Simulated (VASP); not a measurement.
# W (Fm-3m) in VASP: notebook

Runs on W. Level: r2SCAN. Tasks: single point.

Everything below comes from runs of VASP 6.6.1. Logs are shortened: lines on timing, memory, paths and dates and some standing lists are left out, and cuts for length are marked.

## 1. The cell of the first run

Symmetry: Fm-3m, No. 225, cubic system. Conventional cell: a = 3.920 Å, b = 3.920 Å, c = 3.920 Å, α = 90.00°, β = 90.00°, γ = 90.00°. W (site symmetry m-3m) has 12 W at 2.77 Å within 3.7 Å.

## 2. Single point, r2SCAN

Contents of POSCAR:

```
W
1.0
    0.0000000000      1.9599434507      1.9599434507
    1.9599434507      0.0000000000      1.9599434507
    1.9599434507      1.9599434507      0.0000000000
W
1
Direct
    0.0000000000      0.0000000000      0.0000000000
```

Contents of INCAR.step1:

```
SYSTEM = W
  PREC = Accurate
  ENCUT = 520
  ISMEAR = -1
  SIGMA = 0.1
  LREAL = .FALSE.
  LASPH = .TRUE.
  NELM = 80
  NBANDS = 13
  GGA = PE
  ALGO = Normal
  EDIFF = 1E-4
  LWAVE = .TRUE.
  LCHARG = .FALSE.
```

Contents of INCAR.step2:

```
SYSTEM = W
  PREC = Accurate
  ENCUT = 520
  EDIFF = 1E-6
  ISMEAR = -1
  SIGMA = 0.1
  LREAL = .FALSE.
  LASPH = .TRUE.
  NELM = 80
  ALGO = Normal
  ISIF = 2
  LWAVE = .FALSE.
  LCHARG = .FALSE.
  METAGGA = R2SCAN
  LMIXTAU = .TRUE.
  NBANDS = 13
  ISTART = 1
```

Contents of KPOINTS:

```
Automatic mesh
0
G
  12 12 12
  0 0 0
```

Potentials or basis: VASP PAW PBE potentials, release 64 (W_sv).

The run is started by

```bash
> cat potpaw_PBE.64/W_sv/POTCAR > POTCAR
> cp INCAR.step1 INCAR
> mpirun -np 1 vasp_std > vasp.out
> cp INCAR.step2 INCAR
> mpirun -np 1 vasp_std > vasp.out
```

OUTCAR:

```text
SYSTEM = W
   PREC = Accurate
   ENCUT = 520
   EDIFF = 1E-6
   ISMEAR = -1
   LREAL = .FALSE.
   LASPH = .TRUE.
   NELM = 80
   ISIF = 2
   METAGGA = R2SCAN
   ISTART = 1

 ion  position               nearest neighbor table
   1  0.000  0.000  0.000-

  LATTYP: Found a face centered cubic cell.
 ALAT       =     3.9198869014

  Lattice vectors:

 A1 = (   0.0000000000,   1.9599434507,   1.9599434507)
 A2 = (   1.9599434507,   0.0000000000,   1.9599434507)
 A3 = (   1.9599434507,   1.9599434507,   0.0000000000)

Analysis of symmetry for initial positions (statically):
=====================================================================
 Subroutine PRICEL returns:
 Original cell was already a primitive cell.

 Routine SETGRP: Setting up the symmetry group for a
 face centered cubic supercell.

 Subroutine GETGRP returns: Found 48 space group operations
 (whereof 48 operations were pure point group operations)
 out of a pool of 48 trial point group operations.

The static configuration has the point symmetry O_h .

Analysis of symmetry for dynamics (positions and initial velocities):
=====================================================================
 Subroutine PRICEL returns:
 Original cell was already a primitive cell.

 Routine SETGRP: Setting up the symmetry group for a
 face centered cubic supercell.

 Subroutine GETGRP returns: Found 48 space group operations
 (whereof 48 operations were pure point group operations)
 out of a pool of 48 trial point group operations.

The dynamic configuration has the point symmetry O_h .

 Subroutine INISYM returns: Found 48 space group operations
 (whereof 48 operations are pure point group operations),
 and found     1 'primitive' translations

----------------------------------------------------------------------------------------

                                     Primitive cell

  volume of cell :      15.0578

  direct lattice vectors                    reciprocal lattice vectors
     0.000000000  1.959943451  1.959943451    -0.255109401  0.255109401  0.255109401
     1.959943451  0.000000000  1.959943451     0.255109401 -0.255109401  0.255109401
     1.959943451  1.959943451  0.000000000     0.255109401  0.255109401 -0.255109401

  length of vectors
     2.771778609  2.771778609  2.771778609     0.441862444  0.441862444  0.441862444

  position of ions in fractional coordinates (direct lattice)
[... 83 lines left out ...]
   ISIF   =      2    stress and relaxation
   ISYM   =      2    0-nonsym 1-usesym 2-fastsym
   POTIM  = 0.5000    time-step for ionic-motion
   TEBEG  =    0.0;   TEEND  =   0.0 temperature during run
   PSTRESS=    0.0 pullay stress
   NELECT =      14.0000    total number of electrons
   NUPDOWN=      -1.0000    fix difference up-down
   EMIN   =  10.00;   EMAX   =-10.00  energy-range for DOS
   EFERMI =   0.00;   METHOD = LEGACY
   ISMEAR =    -1;   SIGMA  =   0.10  broadening in eV -4-tet -1-fermi 0-gaus
   EFERMI_NEDOS =   21; number of points for ismear=-14 and -15
   IALGO  =     38    algorithm
   IMIX   =      4    mixing-type and parameters
     AMIX     =   0.40;   BMIX     =  1.00
     AMIX_MAG =   1.60;   BMIX_MAG =  1.00
  volume/ion in A,a.u.               =      15.06       101.61
  Fermi-wavevector in a.u.,A,eV,Ry     =   1.597830  3.019461 34.736510  2.553061
  Thomas-Fermi vector in A             =   2.695375
   LORBIT       =      0    0 simple, 1 ext, 2 COOP (PROOUT), +10 PAW based schemes
   METAGGA = R2SCAN    functional components
   LHFCALC =     F    Hartree Fock is set to
   AEXX    =    0.0000 exact exchange contribution
   IVDW    =     0    specifies the selected vdW correction
   LEPSILON=     F    determine dielectric tensor
   LRPA    =     F    only Hartree local field effects (RPA)
 non-spin polarized calculation
  energy-cutoff  :      520.00
  volume of cell :       15.06
 maximum number of plane-waves:       419
 NGX is ok and might be reduce to    24
   NGX = 11   NGY = 11   NGZ = 11

 number of electron      14.0000001 magnetization

 Free energy of the ion-electron system (eV)
  ---------------------------------------------------
  ext. energy  EPLUGINS =         0.00000000
  ---------------------------------------------------
  free energy    TOTEN  =       -50.72191537 eV

  energy without entropy =      -50.68705308  energy(sigma->0) =      -50.70448422

 E-fermi :  11.5851     XC(G=0): -15.2822

 val. band max:       11.5624887081   @ k =  -0.2500   0.0833   0.0000
 cond. band min:      11.5966001111   @ k =   0.4167   0.0000   0.0000
 fundamental gap:      0.0341114030
 Fermi energy:        11.5851183829

 k-point     1 :       0.0000    0.0000    0.0000
  band No.  band energies     occupation
      1     -63.8812      2.00000
      2     -26.6802      2.00000
      3     -26.6802      2.00000
      4     -26.6802      2.00000
      5       1.6343      2.00000
      6      10.8524      1.99869
      7      10.8524      1.99869
      8      10.8524      1.99869
      9      14.6563      0.00000
     10      14.6563      0.00000
     11      25.0104      0.00000
     12      31.1394      0.00000
     13      31.1394      0.00000
[... 354 lines left out ...]
  band No.  band energies     occupation
      1     -63.6875      2.00000
      2     -28.1566      2.00000
      3     -27.1975      2.00000
      4     -26.9523      2.00000
      5       6.3111      2.00000
      6       9.2556      2.00000
      7      11.0688      1.98862
      8      11.6816      0.55202
      9      16.7301      0.00000
     10      19.4799      0.00000
     11      23.1456      0.00000
     12      27.4278      0.00000
     13      31.2877      0.00000

 [... further k-points ...]

------------------------ aborting loop because EDIFF is reached ----------------------------------------

  FORCE on cell =-STRESS in cart. coord.  units (eV):
  Direction    XX          YY          ZZ          XY          YZ          ZX
  --------------------------------------------------------------------------------------
  -------------------------------------------------------------------------------------
  Total        2.4923193      2.4923193      2.4923193      0.0000000      0.0000000      0.0000000
  in kB      265.1878609    265.1878609    265.1878609      0.0000000      0.0000000      0.0000000
  external PRESSURE =     265.1878609 kB  Pullay stress =       0.0000000 kB

 VOLUME and BASIS-vectors are now :
 -----------------------------------------------------------------------------
  energy-cutoff  :      520.00
  volume of cell :       15.06
      direct lattice vectors                 reciprocal lattice vectors
     0.000000000  1.959943451  1.959943451    -0.255109401  0.255109401  0.255109401
     1.959943451  0.000000000  1.959943451     0.255109401 -0.255109401  0.255109401
     1.959943451  1.959943451  0.000000000     0.255109401  0.255109401 -0.255109401

 POSITION                                       TOTAL-FORCE (eV/Angst)
 -----------------------------------------------------------------------------------
      0.00000      0.00000      0.00000        -0.000000      0.000000      0.000000
 -----------------------------------------------------------------------------------
    total drift:                               -0.000000      0.000000      0.000000

  FREE ENERGIE OF THE ION-ELECTRON SYSTEM (eV)
  ---------------------------------------------------
  free  energy   TOTEN  =       -50.7219153713 eV

  energy  without entropy=      -50.6870530784  energy(sigma->0) =      -50.70448422
```

OUTCAR.step1:

```text
SYSTEM = W
   PREC = Accurate
   ENCUT = 520
   ISMEAR = -1
   LREAL = .FALSE.
   LASPH = .TRUE.
[... 599 lines left out ...]

 POSITION                                       TOTAL-FORCE (eV/Angst)
 -----------------------------------------------------------------------------------
      0.00000      0.00000      0.00000         0.000000      0.000000      0.000000
 -----------------------------------------------------------------------------------
    total drift:                                0.000000      0.000000     -0.000000

  FREE ENERGIE OF THE ION-ELECTRON SYSTEM (eV)
  ---------------------------------------------------
  free  energy   TOTEN  =       -12.3686982185 eV

  energy  without entropy=      -12.3324792336  energy(sigma->0) =      -12.35058873
```

It took 48 s on 1 thread of Intel Xeon Platinum 8259CL at 2.50GHz (Skylake/Cascade Lake), shared host; peak memory 0.15 GiB.

Results:

```yaml
Free_energy: -50.7219 eV
Pressure: 26.5 GPa
Band_gap_on_the_k_mesh: zero (band 7 reaches 15.14 eV, above the bottom of band 8 at 10.85 eV)
```

Levels at points of the mesh, in eV from the Fermi level:
| k point | band 3 | band 4 | band 5 | band 6 | band 7 | band 8 | band 9 | band 10 | band 11 | band 12 |
| --- | --- | --- | --- | --- | --- | --- | --- | --- | --- | --- |
| (0.00, 0.00, 0.00) | -38.27 | -38.27 | -9.95 | -0.73 | -0.73 | -0.73 | 3.07 | 3.07 | 13.43 | 19.55 |
| (0.50, 0.00, 0.00) | -38.48 | -38.48 | -6.43 | -0.94 | -0.94 | 0.75 | 5.88 | 5.88 | 12.20 | 13.09 |
| (0.50, 0.50, 0.00) | -38.84 | -38.84 | -6.41 | -5.41 | 3.55 | 5.93 | 6.68 | 6.68 | 13.09 | 13.09 |

Caveat: the PAW data sets were made with another functional, which shifts forces and pressure a little; spin-orbit coupling is left out, which moves the levels of the heavy elements.

## 3. Single point, r2SCAN

This run uses another cell than the first one, of 15.48 Å³/atom, 1.028 times its volume.

Contents of POSCAR:

```
W
1.0
    0.0000000000      1.9779255878      1.9779255878
    1.9779255878      0.0000000000      1.9779255878
    1.9779255878      1.9779255878      0.0000000000
W
1
Direct
    0.0000000000      0.0000000000      0.0000000000
```

INCAR.step1: that of step 2 with these lines changed.

```diff
@@ -7,3 +7,3 @@
   LASPH = .TRUE.
-  NELM = 80
+  NELM = 60
   NBANDS = 13
```

INCAR.step2: that of step 2 with these lines changed.

```diff
@@ -8,3 +8,3 @@
   LASPH = .TRUE.
-  NELM = 80
+  NELM = 60
   ALGO = Normal
```

Contents of KPOINTS:

```
regular mesh
0
G
  12 12 12
  0 0 0
```

Potentials or basis: VASP PAW PBE potentials, release 64 (W_sv).

The run is started by

```bash
> cat potpaw_PBE.64/W_sv/POTCAR > POTCAR
> cp INCAR.step1 INCAR
> mpirun -np 1 vasp_std > vasp.out
> cp INCAR.step2 INCAR
> mpirun -np 1 vasp_std > vasp.out
```

Wall time 49 s (1 thread of Intel Xeon Platinum 8259CL at 2.50GHz (Skylake/Cascade Lake), shared host); peak memory 0.15 GiB.

The run converged. Its results:

```yaml
Free_energy: -50.7776 eV
Pressure: 16.1 GPa
Band_gap_on_the_k_mesh: zero (band 7 reaches 14.55 eV, above the bottom of band 8 at 10.50 eV)
```

Levels at points of the mesh, in eV from the Fermi level:
```tsv
k point	band 4	band 5	band 6	band 7	band 8	band 9	band 10	band 11
(0.00, 0.00, 0.00)	-38.37	-9.82	-0.70	-0.70	-0.70	2.97	2.97	13.39
(0.50, 0.00, 0.00)	-38.57	-6.27	-0.89	-0.89	0.63	5.67	5.67	11.73
(0.50, 0.50, 0.00)	-38.90	-6.20	-5.22	3.35	5.72	6.43	6.43	12.82
```

Caveat: the PAW data sets were made with another functional, which shifts forces and pressure a little; spin-orbit coupling is left out, which moves the levels of the heavy elements.

[end of part 1 of 3]
